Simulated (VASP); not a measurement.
A run of VASP 6.6.1:

The input POSCAR:

```
Ag
1.0
    0.0000000000      2.0735893382      2.0735893382
    2.0735893382      0.0000000000      2.0735893382
    2.0735893382      2.0735893382      0.0000000000
Ag
1
Direct
    0.0000000000      0.0000000000      0.0000000000
```

The input INCAR.step1:

```
  ALGO = Fast
  EDIFF = 1E-6
  ENCUT = 520
  GGA = PE
  ISIF = 2
  ISMEAR = 0
  LASPH = T
  LCHARG = T
  LMAXMIX = 4
  LREAL = F
  LWAVE = F
  NBANDS = 12
  NELM = 80
  PREC = Accurate
  SIGMA = 0.1
```

KPOINTS.step1

```
k-points
0
Gamma
  18 18 18
```

The input INCAR.step2:

```
  ALGO = Fast
  EDIFF = 1E-6
  ENCUT = 520
  GGA = PE
  ICHARG = 11
  ISIF = 2
  ISMEAR = -5
  LASPH = T
  LCHARG = F
  LMAXMIX = 4
  LORBIT = 11
  LREAL = F
  LWAVE = F
  NBANDS = 12
  NEDOS = 1001
  NELM = 80
  PREC = Accurate
  SIGMA = 0.1
```

The input KPOINTS.step2:

```
k-points
0
Gamma
  27 27 27
```

Potentials or basis: VASP PAW PBE potentials, release 64 (Ag).

The run is started by

```console
$ cat potpaw_PBE.64/Ag/POTCAR > POTCAR
$ cp INCAR.step1 INCAR
$ cp KPOINTS.step1 KPOINTS
$ mpirun -np 1 vasp_std > vasp.out
$ cp INCAR.step2 INCAR
$ cp KPOINTS.step2 KPOINTS
$ mpirun -np 1 vasp_std > vasp.out
```

Hardware: 1 thread of Intel(R) Xeon(R) Platinum 8559C (Emerald Rapids), on a shared host.

How long does it take, and how much memory?

It took 36 s on 1 thread of Intel(R) Xeon(R) Platinum 8559C (Emerald Rapids), with other jobs on the host, peak memory 0.24 GiB. Counts: k points 560.
